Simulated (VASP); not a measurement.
# H in VASP: a series of runs

H is run at these levels: PBE, HSE06, PBE0; tasks: single point.

Everything below comes from runs of VASP 6.6.1. Logs are shortened: lines on timing, memory, paths and dates and some standing lists are left out, and cuts for length are marked.

## Step 1: The cell of the first run

The cell holds a single atom in a box, 1 atom: a = 14.000 Å, b = 14.400 Å, c = 14.800 Å, α = 90.00°, β = 90.00°, γ = 90.00°.

## Step 2: Single point, PBE, collinear spin

INCAR

```
  PREC = Accurate
  ENCUT = 520
  EDIFF = 1E-6
  ISMEAR = -1
  SIGMA = 0.01
  LREAL = False
  LASPH = True
  NELM = 150
  ALGO = Normal
  ISIF = 2
  LWAVE = False
  LCHARG = True
  ISPIN = 2
  MAGMOM = 1
  LORBIT = 11
  GGA = PE
  LELF = True
  LVHAR = True
  NBANDS = 10
  ISYM = 0
```

KPOINTS

```
Automatic mesh
0
Gamma
  1 1 1
```

POSCAR

```
H
1.0
   14.0000000000      0.0000000000      0.0000000000
    0.0000000000     14.4000000000      0.0000000000
    0.0000000000      0.0000000000     14.8000000000
H
1
Direct
    0.5000000000      0.5000000000      0.5000000000
```

Potentials or basis: VASP PAW PBE potentials, release 64 (H).

The run is started by

```sh
$ cat potpaw_PBE.64/H/POTCAR > POTCAR
$ mpirun -np 1 vasp_gam > vasp.out
```

OUTCAR:

```text
PREC = Accurate
   ENCUT = 520
   EDIFF = 1E-6
   ISMEAR = -1
   LREAL = False
   LASPH = True
   NELM = 150
   ISIF = 2
   ISPIN = 2
   LORBIT = 11
   GGA = PE
   ISYM = 0

 ion  position               nearest neighbor table
   1  0.500  0.500  0.500-

IMPORTANT INFORMATION: All symmetrisations will be switched off!
NOSYMM: (Re-)initialisation of all symmetry stuff for point group C_1.

----------------------------------------------------------------------------------------

                                     Primitive cell

  volume of cell :    2983.6800

  direct lattice vectors                    reciprocal lattice vectors
    14.000000000  0.000000000  0.000000000     0.071428571  0.000000000  0.000000000
     0.000000000 14.400000000  0.000000000     0.000000000  0.069444444  0.000000000
     0.000000000  0.000000000 14.800000000     0.000000000  0.000000000  0.067567568

  length of vectors
    14.000000000 14.400000000 14.800000000     0.071428571  0.069444444  0.067567568

  position of ions in fractional coordinates (direct lattice)
     0.500000000  0.500000000  0.500000000

  ion indices of the primitive-cell ions
   primitive index   ion index
                 1           1

----------------------------------------------------------------------------------------

 KPOINTS: Automatic mesh

Automatic generation of k-mesh.
 Grid dimensions read from file:
 generate k-points for:    1    1    1

 Generating k-lattice:

  Cartesian coordinates                     Fractional coordinates (reciprocal lattice)
     0.071428571  0.000000000  0.000000000     1.000000000  0.000000000  0.000000000
     0.000000000  0.069444444  0.000000000     0.000000000  1.000000000  0.000000000
     0.000000000  0.000000000  0.067567568     0.000000000  0.000000000  1.000000000

  Length of vectors
     0.071428571  0.069444444  0.067567568

  Shift w.r.t. Gamma in fractional coordinates (k-lattice)
     0.000000000  0.000000000  0.000000000

 Subroutine IBZKPT returns following result:
 ===========================================

 Found      1 irreducible k-points:

 Following reciprocal coordinates:
            Coordinates               Weight
  0.000000  0.000000  0.000000      1.000000
   k-points           NKPTS =      1   k-points in BZ     NKDIM =      1   number of bands    NBANDS=     10
   number of dos      NEDOS =    301   number of ions     NIONS =      1
   total plane-waves  NPLWV = ******
   dimension x,y,z NGX =   108 NGY =  108 NGZ =  112
   dimension x,y,z NGXF=   216 NGYF=  216 NGZF=  224
   ions per type =               1
   NGX,Y,Z   is equivalent  to a cutoff of  12.82, 12.47, 12.58 a.u.
   NGXF,Y,Z  is equivalent  to a cutoff of  25.65, 24.94, 25.16 a.u.
 SYSTEM =  unknown system
   PREC   = accura    normal or accurate (medium, high low for compatibility)
   ISTART =      0    job   : 0-new  1-cont  2-samecut
   ICHARG =      2    charge: 1-file 2-atom 10-const
   ISPIN  =      2    spin polarized calculation?
   LNONCOLLINEAR =      F non collinear calculations
   LSORBIT =      F    spin-orbit coupling
   LASPH  =      T    aspherical Exc in radial PAW
   ENCUT  =  520.0 eV  38.22 Ry    6.18 a.u.  26.03 26.77 27.52*2*pi/ulx,y,z
   NELM   =    150;   NELMIN=  2; NELMDL= -5     # of ELM steps
   EDIFF  = 0.1E-05   stopping-criterion for ELM
   LREAL  =      F    real-space projection
   EDIFFG = 0.1E-04   stopping-criterion for IOM
   NSW    =      0    number of steps for IOM
   IBRION =     -1    ionic relax: 0-MD 1-quasi-New 2-CG
   NFREE  =      0    steps in history (QN), initial steepest desc. (CG)
   ISIF   =      2    stress and relaxation
   ISYM   =      0    0-nonsym 1-usesym 2-fastsym
   POTIM  = 0.5000    time-step for ionic-motion
   TEBEG  =    0.0;   TEEND  =   0.0 temperature during run
   PSTRESS=    0.0 pullay stress
   NELECT =       1.0000    total number of electrons
   NUPDOWN=      -1.0000    fix difference up-down
   EMIN   =  10.00;   EMAX   =-10.00  energy-range for DOS
   EFERMI =   0.00;   METHOD = LEGACY
   ISMEAR =    -1;   SIGMA  =   0.01  broadening in eV -4-tet -1-fermi 0-gaus
   EFERMI_NEDOS =   21; number of points for ismear=-14 and -15
   IALGO  =     38    algorithm
   IMIX   =      4    mixing-type and parameters
     AMIX     =   0.40;   BMIX     =  1.00
     AMIX_MAG =   1.60;   BMIX_MAG =  1.00
  volume/ion in A,a.u.               =    2983.68     20134.87
  Fermi-wavevector in a.u.,A,eV,Ry     =   0.113717  0.214893  0.175943  0.012931
  Thomas-Fermi vector in A             =   0.719061
   LORBIT       =     11    0 simple, 1 ext, 2 COOP (PROOUT), +10 PAW based schemes
   GGA     = PE    functional components
   LHFCALC =     F    Hartree Fock is set to
   AEXX    =    0.0000 exact exchange contribution
   IVDW    =     0    specifies the selected vdW correction
   LEPSILON=     F    determine dielectric tensor
   LRPA    =     F    only Hartree local field effects (RPA)
 spin polarized calculation
  energy-cutoff  :      520.00
  volume of cell :     2983.68
 maximum number of plane-waves:     40220
 NGX is ok and might be reduce to   108
   NGX = 53   NGY = 53   NGZ = 55

 number of electron       1.0000000 magnetization       1.0000000

 Free energy of the ion-electron system (eV)
  ---------------------------------------------------
  ext. energy  EPLUGINS =         0.00000000
  ---------------------------------------------------
  free energy    TOTEN  =        -1.11723506 eV

  energy without entropy =       -1.11723506  energy(sigma->0) =       -1.11723506

 E-fermi :  -7.3418     XC(G=0):  -0.0579

 val. band max:       -7.5856009389   @ k =   0.0000   0.0000   0.0000
 cond. band min:      -0.1225085954   @ k =   0.0000   0.0000   0.0000
 fundamental gap:      7.4630923435
 Fermi energy:        -7.3418076927

 spin component 1

 k-point     1 :       0.0000    0.0000    0.0000
  band No.  band energies     occupation
      1      -7.5856      1.00000
      2      -0.1225      0.00000
      3       0.4013      0.00000
      4       0.4232      0.00000
      5       0.4468      0.00000
      6       0.5199      0.00000
      7       0.6693      0.00000
      8       0.7117      0.00000
      9       1.0245      0.00000
     10       1.0422      0.00000
 Fermi energy:        -7.3418076927

 spin component 2

 k-point     1 :       0.0000    0.0000    0.0000
  band No.  band energies     occupation
      1       0.0182      0.00000
      2       0.6922      0.00000
      3       0.7031      0.00000
      4       0.7311      0.00000
      5       0.7472      0.00000
      6       0.7736      0.00000
      7       0.8202      0.00000
      8       1.4180      0.00000
      9       1.4221      0.00000
     10       1.4342      0.00000

------------------------ aborting loop because EDIFF is reached ----------------------------------------

  FORCE on cell =-STRESS in cart. coord.  units (eV):
  Direction    XX          YY          ZZ          XY          YZ          ZX
  --------------------------------------------------------------------------------------
  -------------------------------------------------------------------------------------
  Total       -0.0098895     -0.0097613     -0.0097892      0.0000000     -0.0000000     -0.0000000
  in kB       -0.0053105     -0.0052416     -0.0052566      0.0000000     -0.0000000     -0.0000000
  external PRESSURE =      -0.0052696 kB  Pullay stress =       0.0000000 kB

 VOLUME and BASIS-vectors are now :
 -----------------------------------------------------------------------------
  energy-cutoff  :      520.00
  volume of cell :     2983.68
      direct lattice vectors                 reciprocal lattice vectors
    14.000000000  0.000000000  0.000000000     0.071428571  0.000000000  0.000000000
     0.000000000 14.400000000  0.000000000     0.000000000  0.069444444  0.000000000
     0.000000000  0.000000000 14.800000000     0.000000000  0.000000000  0.067567568

 POSITION                                       TOTAL-FORCE (eV/Angst)
 -----------------------------------------------------------------------------------
      7.00000      7.20000      7.40000        -0.000000     -0.000000      0.000000
 -----------------------------------------------------------------------------------
    total drift:                               -0.000000     -0.000000      0.000000

  FREE ENERGIE OF THE ION-ELECTRON SYSTEM (eV)
  ---------------------------------------------------
  free  energy   TOTEN  =        -1.1172350604 eV

  energy  without entropy=       -1.1172350604  energy(sigma->0) =       -1.11723506

 total charge

# of ion       s       p       d       tot
------------------------------------------
    1        0.380   0.000   0.000   0.380

 magnetization (x)

# of ion       s       p       d       tot
------------------------------------------
    1        0.380   0.000   0.000   0.380
```

Wall time 14 min (1 thread of Intel Xeon 8259CL, shared host); peak memory 2.7 GiB.

What came out:

- Free energy: -1.1172 eV
- Pressure: 0.0 GPa
- Band gap on the k mesh: 7.46 eV
- Net moment: 1.00 μB per cell
- Site moments: H +0.38 μB
- Valence electrons inside the program's atomic spheres: H 0.38

Levels at points of the mesh, in eV from the valence-band top:
Spin up:
| k point | band 1 | band 2 | band 3 | band 4 | band 5 |
| --- | --- | --- | --- | --- | --- |
| (0.00, 0.00, 0.00) | 0.00 | 7.46 | 7.99 | 8.01 | 8.03 |
Spin down:
| k point | band 1 | band 2 | band 3 |
| --- | --- | --- | --- |
| (0.00, 0.00, 0.00) | 7.60 | 8.28 | 8.29 |

## Step 3: Single point, HSE06, collinear spin

POSCAR is that of step 2.

INCAR.step1

```
PREC = Accurate ; ENCUT = 520
EDIFF = 1E-5 ; ISMEAR = -1
SIGMA = 0.01 ; LREAL = F
LASPH = T ; NELM = 150
ALGO = Normal ; ISIF = 2
LWAVE = T ; ISPIN = 2
MAGMOM = 1 ; LORBIT = 11
GGA = PE ; ISYM = 0
NBANDS = 10
```

INCAR.step2

```
PREC = Accurate ; ENCUT = 520
EDIFF = 1E-6 ; ISMEAR = -1
SIGMA = 0.01 ; LREAL = F
LASPH = T ; NELM = 150
ALGO = Normal ; ISIF = 2
LWAVE = F ; LCHARG = T
ISPIN = 2 ; MAGMOM = 1
LORBIT = 11 ; GGA = PE
LHFCALC = T ; HFSCREEN = 0.2079
PRECFOCK = Normal ; LELF = T
LVHAR = T ; ISTART = 1
ISYM = 0 ; NBANDS = 10
```

KPOINTS

```
regular mesh
0
Gamma
  1 1 1
```

Potentials or basis: VASP PAW PBE potentials, release 64 (H).

The run is started by

```sh
$ cat potpaw_PBE.64/H/POTCAR > POTCAR
$ cp INCAR.step1 INCAR
$ mpirun -np 1 vasp_gam > vasp.out
$ cp INCAR.step2 INCAR
$ mpirun -np 1 vasp_gam > vasp.out
```

OUTCAR:

```text
PREC = Accurate
   ENCUT = 520
   EDIFF = 1E-6
   ISMEAR = -1
   LREAL = F
   LASPH = T
   NELM = 150
   ISIF = 2
   ISPIN = 2
   LORBIT = 11
   GGA = PE
   LHFCALC = T
   HFSCREEN = 0.2079
   PRECFOCK = Normal
   ISTART = 1
   ISYM = 0

 ion  position               nearest neighbor table
   1  0.500  0.500  0.500-

IMPORTANT INFORMATION: All symmetrisations will be switched off!
NOSYMM: (Re-)initialisation of all symmetry stuff for point group C_1.

----------------------------------------------------------------------------------------
[... 166 lines left out ...]
  -------------------------------------------------------------------------------------
  Total       -0.0094010     -0.0092519     -0.0092535     -0.0000000     -0.0000000     -0.0000000
  in kB       -0.0050481     -0.0049681     -0.0049690     -0.0000000     -0.0000000     -0.0000000
  external PRESSURE =      -0.0049951 kB  Pullay stress =       0.0000000 kB

 VOLUME and BASIS-vectors are now :
 -----------------------------------------------------------------------------
  energy-cutoff  :      520.00
  volume of cell :     2983.68
      direct lattice vectors                 reciprocal lattice vectors
    14.000000000  0.000000000  0.000000000     0.071428571  0.000000000  0.000000000
     0.000000000 14.400000000  0.000000000     0.000000000  0.069444444  0.000000000
     0.000000000  0.000000000 14.800000000     0.000000000  0.000000000  0.067567568

 POSITION                                       TOTAL-FORCE (eV/Angst)
 -----------------------------------------------------------------------------------
      7.00000      7.20000      7.40000        -0.000000     -0.000001      0.000000
 -----------------------------------------------------------------------------------
    total drift:                               -0.000000     -0.000001      0.000000

  FREE ENERGIE OF THE ION-ELECTRON SYSTEM (eV)
  ---------------------------------------------------
  free  energy   TOTEN  =        -1.6440045041 eV

  energy  without entropy=       -1.6440045041  energy(sigma->0) =       -1.64400450

 total charge

# of ion       s       p       d       tot
------------------------------------------
    1        0.381   0.000   0.000   0.381

 magnetization (x)

# of ion       s       p       d       tot
------------------------------------------
    1        0.381   0.000   0.000   0.381
```

OUTCAR.step1:

```text
PREC = Accurate
   ENCUT = 520
   EDIFF = 1E-5
   ISMEAR = -1
   LREAL = F
   LASPH = T
   NELM = 150
   ISIF = 2
   ISPIN = 2
   LORBIT = 11
   GGA = PE
   ISYM = 0
[... 184 lines left out ...]
    total drift:                               -0.000000     -0.000000      0.000000

  FREE ENERGIE OF THE ION-ELECTRON SYSTEM (eV)
  ---------------------------------------------------
  free  energy   TOTEN  =        -1.1172034062 eV

  energy  without entropy=       -1.1172034062  energy(sigma->0) =       -1.11720341

 total charge

# of ion       s       p       d       tot
------------------------------------------
    1        0.380   0.000   0.000   0.380

 magnetization (x)

# of ion       s       p       d       tot
------------------------------------------
    1        0.380   0.000   0.000   0.380
```

Run time: 24 min. Hardware: 1 thread of Intel Xeon Platinum 8488C (Sapphire Rapids), shared host; peak memory 2.9 GiB.

What came out:

- Free energy: -1.6440 eV
- Pressure: 0.0 GPa
- Band gap on the k mesh: 8.61 eV
- Net moment: 1.00 μB per cell
- Site moments: H +0.38 μB
- Valence electrons inside the program's atomic spheres: H 0.38

Caveat: the PAW data sets were made with another functional, which shifts forces and pressure a little.

## Step 4: Single point, PBE0, collinear spin

POSCAR is that of step 3.

INCAR.step1

```
ALGO = Normal ; EDIFF = 1E-5
ENCUT = 520 ; GGA = PE
ISIF = 2 ; ISMEAR = -1
ISPIN = 2 ; ISYM = 0
LASPH = True ; LORBIT = 11
LREAL = False ; LWAVE = True
MAGMOM = 1 ; NBANDS = 10
NELM = 150 ; PREC = Accurate
SIGMA = 0.01
```

INCAR.step2

```
AEXX = 0.25 ; ALGO = Normal
EDIFF = 1E-7 ; ENCUT = 520
GGA = PE ; ISIF = 2
ISMEAR = -1 ; ISPIN = 2
ISTART = 1 ; ISYM = 0
LASPH = True ; LCHARG = True
LELF = True ; LHFCALC = True
LORBIT = 11 ; LREAL = False
LVHAR = True ; LWAVE = False
MAGMOM = 1 ; NBANDS = 10
NELM = 150 ; PREC = Accurate
PRECFOCK = Normal ; SIGMA = 0.01
```

KPOINTS

```
k-points
0
Gamma
  1 1 1
```

The run is started by

```sh
$ cat potpaw_PBE.64/H/POTCAR > POTCAR
$ cp INCAR.step1 INCAR
$ mpirun -np 1 vasp_gam > vasp.out
$ cp INCAR.step2 INCAR
$ mpirun -np 1 vasp_gam > vasp.out
```

Wall time 29 min (1 thread of Intel Xeon Platinum 8488C (Sapphire Rapids), shared host); peak memory 2.8 GiB.

It converged, with:

| Quantity | Value |
| --- | --- |
| Free energy | -1.8112 eV |
| Pressure | 0.0 GPa |
| Band gap on the k mesh | 9.07 eV |
| Net moment | 1.00 μB per cell |
| Site moments | H +0.38 μB |
| Valence electrons inside the program's atomic spheres | H 0.38 |

Levels at points of the mesh, in eV from the valence-band top:
Spin up:
```
           k point  band 1  band 2  band 3  band 4
(0.00, 0.00, 0.00)    0.00    9.07    9.67    9.70
```
Spin down:
| k point | band 1 | band 2 | band 3 | band 4 | band 5 |
| --- | --- | --- | --- | --- | --- |
| (0.00, 0.00, 0.00) | 9.14 | 9.82 | 9.83 | 9.86 | 9.87 |

Caveat: the PAW data sets were made with another functional, which shifts forces and pressure a little.

## Step 5: The runs side by side

```tsv
level	grid for exact exchange (PRECFOCK)	share of exact exchange	screening parameter	gap on the mesh (eV)	pressure (GPa)	moment (μB)
PBE	-	-	-	7.46	0.0	1.00
HSE06	Normal	0.25	0.2079 1/Å	8.61	0.0	1.00
PBE0	Normal	0.25	-	9.07	0.0	1.00
```

Alike in all rows: task single point; potentials or basis VASP PAW PBE potentials, release 64 (H); spin collinear; cell as given; k mesh 1 × 1 × 1; cutoff (eV) 520; smearing fermi-dirac 0.01 eV.

On the cell as given the gap runs from 7.46 eV (PBE) to 9.07 eV (PBE0).

Caveats: the PAW data sets were made with another functional, which shifts forces and pressure a little (at least some runs).

Absolute energies hang on the potentials; compare differences alone.
